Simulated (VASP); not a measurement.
# SnTe (F-43m) in VASP: notebook

Runs on SnTe. Level: PBEsol. Tasks: single point.

Everything below comes from runs of VASP 6.6.1. Logs are shortened: lines on timing, memory, paths and dates and some standing lists are left out, and cuts for length are marked.

### Step 1. The cell of the first run

Symmetry: F-43m, No. 216, cubic system. Conventional cell: a = 7.222 Å, b = 7.222 Å, c = 7.222 Å, α = 90.00°, β = 90.00°, γ = 90.00°. Sn (site symmetry -43m) has 4 Te at 3.13 Å within 4.1 Å. Within 4.1 Å of Te (site symmetry -43m) lie 4 Sn at 3.13 Å.

### Step 2. Single point, PBEsol

INCAR reads:

```
SYSTEM = SnTe
PREC = Accurate ; ENCUT = 520
EDIFF = 1E-6 ; ISMEAR = -1
SIGMA = 0.1 ; LREAL = .False.
LASPH = .True. ; NELM = 80
ALGO = Normal ; ISIF = 2
LWAVE = .False. ; LCHARG = .True.
GGA = PS ; LELF = .True.
LVHAR = .True. ; NBANDS = 17
```

KPOINTS reads:

```
regular mesh
0
Gamma
  4 4 4
  0 0 0
```

POSCAR reads:

```
SnTe
1.0
    0.0000000000      3.6111460000      3.6111460000
    3.6111460000      0.0000000000      3.6111460000
    3.6111460000      3.6111460000      0.0000000000
Sn Te
1 1
Direct
    0.0000000000      0.0000000000      0.0000000000
    0.7500000000      0.7500000000      0.7500000000
```

Potentials or basis: VASP PAW PBE potentials, release 64 (Sn_d, Te).

On the command line:

```bash
$ cat potpaw_PBE.64/Sn_d/POTCAR potpaw_PBE.64/Te/POTCAR > POTCAR
$ mpirun -np 1 vasp_std > vasp.out
```

OUTCAR:

```text
SYSTEM = SnTe
   PREC = Accurate
   ENCUT = 520
   EDIFF = 1E-6
   ISMEAR = -1
   LREAL = .False.
   LASPH = .True.
   NELM = 80
   ISIF = 2
   GGA = PS

 ion  position               nearest neighbor table
   1  0.000  0.000  0.000-   2 3.13   2 3.13   2 3.13   2 3.13
   2  0.750  0.750  0.750-   1 3.13   1 3.13   1 3.13   1 3.13

  LATTYP: Found a face centered cubic cell.
 ALAT       =     7.2222920000

  Lattice vectors:

 A1 = (   0.0000000000,   3.6111460000,   3.6111460000)
 A2 = (   3.6111460000,   0.0000000000,   3.6111460000)
 A3 = (   3.6111460000,   3.6111460000,   0.0000000000)

Analysis of symmetry for initial positions (statically):
=====================================================================
 Subroutine PRICEL returns:
 Original cell was already a primitive cell.

 Routine SETGRP: Setting up the symmetry group for a
 face centered cubic supercell.

 Subroutine GETGRP returns: Found 24 space group operations
 (whereof 24 operations were pure point group operations)
 out of a pool of 48 trial point group operations.

The static configuration has the point symmetry T_d .

Analysis of symmetry for dynamics (positions and initial velocities):
=====================================================================
 Subroutine PRICEL returns:
 Original cell was already a primitive cell.

 Routine SETGRP: Setting up the symmetry group for a
 face centered cubic supercell.

 Subroutine GETGRP returns: Found 24 space group operations
 (whereof 24 operations were pure point group operations)
 out of a pool of 48 trial point group operations.

The dynamic configuration has the point symmetry T_d .

 Subroutine INISYM returns: Found 24 space group operations
 (whereof 24 operations are pure point group operations),
 and found     1 'primitive' translations

----------------------------------------------------------------------------------------

                                     Primitive cell

  volume of cell :      94.1814

  direct lattice vectors                    reciprocal lattice vectors
     0.000000000  3.611146000  3.611146000    -0.138460201  0.138460201  0.138460201
     3.611146000  0.000000000  3.611146000     0.138460201 -0.138460201  0.138460201
     3.611146000  3.611146000  0.000000000     0.138460201  0.138460201 -0.138460201

  length of vectors
[... 53 lines left out ...]
   NGX,Y,Z   is equivalent  to a cutoff of  13.02, 13.02, 13.02 a.u.
   NGXF,Y,Z  is equivalent  to a cutoff of  26.04, 26.04, 26.04 a.u.
 SYSTEM =  SnTe
   PREC   = accura    normal or accurate (medium, high low for compatibility)
   ISTART =      0    job   : 0-new  1-cont  2-samecut
   ICHARG =      2    charge: 1-file 2-atom 10-const
   ISPIN  =      1    spin polarized calculation?
   LNONCOLLINEAR =      F non collinear calculations
   LSORBIT =      F    spin-orbit coupling
   LASPH  =      T    aspherical Exc in radial PAW
   ENCUT  =  520.0 eV  38.22 Ry    6.18 a.u.   9.50  9.50  9.50*2*pi/ulx,y,z
   NELM   =     80;   NELMIN=  2; NELMDL= -5     # of ELM steps
   EDIFF  = 0.1E-05   stopping-criterion for ELM
   LREAL  =      F    real-space projection
[... 7 lines left out ...]
   TEBEG  =    0.0;   TEEND  =   0.0 temperature during run
   PSTRESS=    0.0 pullay stress
   NELECT =      20.0000    total number of electrons
   NUPDOWN=      -1.0000    fix difference up-down
   EMIN   =  10.00;   EMAX   =-10.00  energy-range for DOS
   EFERMI =   0.00;   METHOD = LEGACY
   ISMEAR =    -1;   SIGMA  =   0.10  broadening in eV -4-tet -1-fermi 0-gaus
   EFERMI_NEDOS =   21; number of points for ismear=-14 and -15
   IALGO  =     38    algorithm
   IMIX   =      4    mixing-type and parameters
     AMIX     =   0.40;   BMIX     =  1.00
     AMIX_MAG =   1.60;   BMIX_MAG =  1.00
  volume/ion in A,a.u.               =      47.09       317.78
  Fermi-wavevector in a.u.,A,eV,Ry     =   0.976704  1.845704 12.979296  0.953951
  Thomas-Fermi vector in A             =   2.107344
   LORBIT       =      0    0 simple, 1 ext, 2 COOP (PROOUT), +10 PAW based schemes
   GGA     = PS    functional components
   LHFCALC =     F    Hartree Fock is set to
   AEXX    =    0.0000 exact exchange contribution
   IVDW    =     0    specifies the selected vdW correction
   LEPSILON=     F    determine dielectric tensor
   LRPA    =     F    only Hartree local field effects (RPA)
 non-spin polarized calculation
  energy-cutoff  :      520.00
  volume of cell :       94.18
 maximum number of plane-waves:      2637
 NGX is ok and might be reduce to    40
   NGX = 19   NGY = 19   NGZ = 19

 number of electron      19.9999999 magnetization

 Free energy of the ion-electron system (eV)
  ---------------------------------------------------
  ext. energy  EPLUGINS =         0.00000000
  ---------------------------------------------------
  free energy    TOTEN  =        -7.62953631 eV

  energy without entropy =       -7.60526620  energy(sigma->0) =       -7.61740125

 E-fermi :   3.0925     XC(G=0):  -7.6531

 val. band max:        3.0817079560   @ k =   0.5000   0.5000   0.0000
 cond. band min:       3.3338662163   @ k =   0.2500   0.2500   0.0000
 fundamental gap:      0.2521582603
 Fermi energy:         3.0925144640

 k-point     1 :       0.0000    0.0000    0.0000
  band No.  band energies     occupation
      1     -18.6673      2.00000
      2     -18.6673      2.00000
      3     -18.6673      2.00000
      4     -18.6580      2.00000
      5     -18.6580      2.00000
      6      -8.5576      2.00000
[... 137 lines left out ...]
      4     -18.6583      2.00000
      5     -18.6575      2.00000
      6      -7.8059      2.00000
[... 9 lines left out ...]
     16      10.8498      0.00000
     17      10.8610      0.00000

------------------------ aborting loop because EDIFF is reached ----------------------------------------

  FORCE on cell =-STRESS in cart. coord.  units (eV):
  Direction    XX          YY          ZZ          XY          YZ          ZX
  --------------------------------------------------------------------------------------
  -------------------------------------------------------------------------------------
  Total       -1.0539077     -1.0539077     -1.0539077      0.0000000     -0.0000000      0.0000000
  in kB      -17.9286672    -17.9286672    -17.9286672      0.0000000     -0.0000000      0.0000000
  external PRESSURE =     -17.9286672 kB  Pullay stress =       0.0000000 kB

 VOLUME and BASIS-vectors are now :
 -----------------------------------------------------------------------------
  energy-cutoff  :      520.00
  volume of cell :       94.18
      direct lattice vectors                 reciprocal lattice vectors
     0.000000000  3.611146000  3.611146000    -0.138460201  0.138460201  0.138460201
     3.611146000  0.000000000  3.611146000     0.138460201 -0.138460201  0.138460201
     3.611146000  3.611146000  0.000000000     0.138460201  0.138460201 -0.138460201

 POSITION                                       TOTAL-FORCE (eV/Angst)
 -----------------------------------------------------------------------------------
      0.00000      0.00000      0.00000         0.000000      0.000000      0.000000
      5.41672      5.41672      5.41672        -0.000000     -0.000000     -0.000000
 -----------------------------------------------------------------------------------
    total drift:                                0.000000      0.000000      0.000000

  FREE ENERGIE OF THE ION-ELECTRON SYSTEM (eV)
  ---------------------------------------------------
  free  energy   TOTEN  =        -7.6295363060 eV

  energy  without entropy=       -7.6052661955  energy(sigma->0) =       -7.61740125
```

OSZICAR:

```text
N       E                     dE             d eps       ncg     rms          rms(c)
DAV:   1     0.120191664199E+03    0.12019E+03   -0.92713E+03   272   0.118E+03
DAV:   2     0.352031054691E+01   -0.11667E+03   -0.11343E+03   304   0.298E+02
DAV:   3    -0.739675584412E+01   -0.10917E+02   -0.10869E+02   311   0.871E+01
DAV:   4    -0.774882964671E+01   -0.35207E+00   -0.35187E+00   308   0.165E+01
DAV:   5    -0.776472830363E+01   -0.15899E-01   -0.15897E-01   388   0.334E+00    0.449E+00
DAV:   6    -0.763260038408E+01    0.13213E+00   -0.35326E-01   363   0.307E+00    0.309E+00
DAV:   7    -0.762957713041E+01    0.30233E-02   -0.54320E-02   290   0.964E-01    0.116E+00
DAV:   8    -0.762916878658E+01    0.40834E-03   -0.60309E-03   338   0.521E-01    0.221E-01
DAV:   9    -0.762936376182E+01   -0.19498E-03   -0.14413E-03   295   0.214E-01    0.535E-02
DAV:  10    -0.762948252377E+01   -0.11876E-03   -0.26657E-04   309   0.860E-02    0.236E-02
DAV:  11    -0.762953320656E+01   -0.50683E-04   -0.95034E-05   275   0.410E-02    0.175E-02
DAV:  12    -0.762953541819E+01   -0.22116E-05   -0.61438E-06   364   0.128E-02    0.230E-03
DAV:  13    -0.762953630601E+01   -0.88782E-06   -0.13329E-06   238   0.495E-03
   1 F= -.76295363E+01 E0= -.76174013E+01  d E =-.242701E-01
```

Wall time 26 s (1 thread of AMD EPYC 7R13, shared host); peak memory 0.21 GiB.

What came out:

- Free energy: -7.6295 eV
- Pressure: -1.8 GPa

Levels at points of the mesh, in eV from the Fermi level:
```tsv
k point	band 7	band 8	band 9	band 10	band 11	band 12	band 13	band 14
(0.00, 0.00, 0.00)	-5.29	-2.02	-2.02	-2.02	0.93	0.93	0.93	3.89
(0.50, 0.00, 0.00)	-7.09	-2.55	-2.55	-2.15	1.72	1.72	3.28	5.46
(0.50, 0.50, 0.00)	-7.45	-3.21	-3.21	-0.78	-0.01	3.79	3.79	5.25
```

Caveat: the k points lie up to 0.38 Å⁻¹ apart; the PAW data sets were made with another functional, which shifts forces and pressure a little; spin-orbit coupling is left out, which moves the levels of the heavy elements.

### Step 3. Single point, PBEsol, non-collinear spin, zero start, spin-orbit coupling

INCAR reads:

```
SYSTEM = SnTe
ALGO = Normal
EDIFF = 1E-6
ENCUT = 520
GGA = PS
GGA_COMPAT = .FALSE.
ISIF = 2
ISMEAR = -1
LASPH = .TRUE.
LCHARG = .FALSE.
LORBIT = 11
LORBMOM = .TRUE.
LREAL = .FALSE.
LSORBIT = .TRUE.
LWAVE = .FALSE.
MAGMOM = 0 0 0 0 0 0
NBANDS = 32
NELM = 150
PREC = Accurate
SIGMA = 0.1
```

KPOINTS reads:

```
k-points
0
G
  4 4 4
  0 0 0
```

POSCAR is that of step 2.

Potentials or basis: VASP PAW PBE potentials, release 64 (Sn_d, Te).

On the command line:

```bash
$ cat potpaw_PBE.64/Sn_d/POTCAR potpaw_PBE.64/Te/POTCAR > POTCAR
$ mpirun -np 1 vasp_ncl > vasp.out
```

Wall time 2.1 min (1 thread of AMD EPYC 7R13, shared host); peak memory 0.46 GiB.

Results (log left out):

```yaml
Free_energy: -7.8024 eV
Pressure: -1.8 GPa
Net_moment: 0.00 μB per cell
Valence_electrons_inside_the_program's_atomic_spheres: Sn 12.05; Te 3.34
```

Moments on the atoms (μB; x, y, z):
```
Sn  0.00 0.00 0.00
Te  0.00 0.00 0.00
```

Caveat: the k points lie up to 0.38 Å⁻¹ apart; the PAW data sets were made with another functional, which shifts forces and pressure a little.
